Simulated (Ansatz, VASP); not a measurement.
## Two plane-wave programs on ZnGeP2

INCAR

```
SYSTEM = ZnGeP2
PREC = Accurate
ENCUT = 500
EDIFF = 1E-6
ISMEAR = -1
SIGMA = 0.02
LREAL = .False.
LASPH = .True.
NELM = 120
ALGO = Normal
ISIF = 2
LWAVE = .False.
LCHARG = .True.
GGA = PE
LELF = .True.
LVHAR = .True.
NBANDS = 46
GGA_COMPAT = .False.
```

File KPOINTS:

```
regular mesh
0
Gamma
  6 6 6
  0 0 0
```

Contents of POSCAR:

```
ZnGeP2
1.0
   -2.6416403673      2.6416403673      5.2046182686
    2.6416403673     -2.6416403673      5.2046182686
    2.6416403673      2.6416403673     -5.2046182686
Zn Ge P
2 2 4
Direct
    0.7500000000      0.2500000000      0.5000000000
    0.0000000000      0.0000000000      0.0000000000
    0.2500000000      0.7500000000      0.5000000000
    0.5000000000      0.5000000000      0.0000000000
    0.1267469848      0.6250000000      0.0017469848
    0.8750000000      0.8732530152      0.4982530152
    0.3750000000      0.3767469848      0.5017469848
    0.6232530152      0.1250000000      0.9982530152
```

Input for Ansatz:

```yaml
crystal:
  lattice:
    - [-2.6416403673, 2.6416403673, 5.2046182686]
    - [2.6416403673, -2.6416403673, 5.2046182686]
    - [2.6416403673, 2.6416403673, -5.2046182686]
  atoms:
    - { symbol: Zn, position: [0.75, 0.25, 0.5] }
    - { symbol: Zn, position: [0.0, 0.0, 0.0] }
    - { symbol: Ge, position: [0.25, 0.75, 0.5] }
    - { symbol: Ge, position: [0.5, 0.5, 0.0] }
    - { symbol: P, position: [0.1267469848, 0.625, 0.0017469848] }
    - { symbol: P, position: [0.875, 0.8732530152, 0.4982530152] }
    - { symbol: P, position: [0.375, 0.3767469848, 0.5017469848] }
    - { symbol: P, position: [0.6232530152, 0.125, 0.9982530152] }
kpoints:
  mp_grid: { grid: [6, 6, 6] }
  band_path:
    path:
      - [0.0, 0.0, 0.0]
      - [0.0, 0.0, 0.5]
      - [0.25, 0.25, 0.25]
      - [0.0, 0.5, 0.0]
      - [0.5, 0.5, -0.5]
      - [0.3144035238, 0.6855964762, -0.3144035238]
      - [-0.3144035238, 0.3144035238, 0.3144035238]
      - [-0.1288070476, 0.1288070476, 0.5]
      - [0.5, 0.5, -0.1288070476]
      - [0.434896, -0.434896, 0.434896]
    npoints: 1
hamiltonian:
  xc: pbe
scf:
  occupations: { method: fermi_dirac, width: 0.02 }
  n_extra_bands: 6
output:
  forces: true
  stress: true
  eigenvalues: true
  write_density: true
  write_potential: true
  elf: true
  volumetric_format: npy
```

Change from the starting cell: hydrostatic strain -3.0%.

Alike in both runs: task single point; functional PBE; k mesh 6 × 6 × 6; occupations fermi-dirac, width 0.02 eV; no spin polarisation.

|  | VASP | Ansatz |
| --- | --- | --- |
| version | VASP 6.6.1 | Ansatz 0.2.0 |
| potentials or method | VASP PAW PBE potentials, release 64 (Zn, Ge_d, P) | plane waves, PAW |
| plane-wave cutoff (eV) | 500 | 420 |
| valence electrons in the cell | 72 | 72 |

```csv
,VASP,Ansatz,Ansatz less VASP
gap on the k mesh at the Fermi level (eV),1.14,1.14,-0.001
pressure (GPa),11.9,11.9,+0.05
rms of the force components (eV/Å),0.024,0.041,+0.0174
```

Atom by atom the forces differ by 0.017 eV/Å (rms over components). The functional is the same, so the differences come from potentials, cutoffs and numerics.
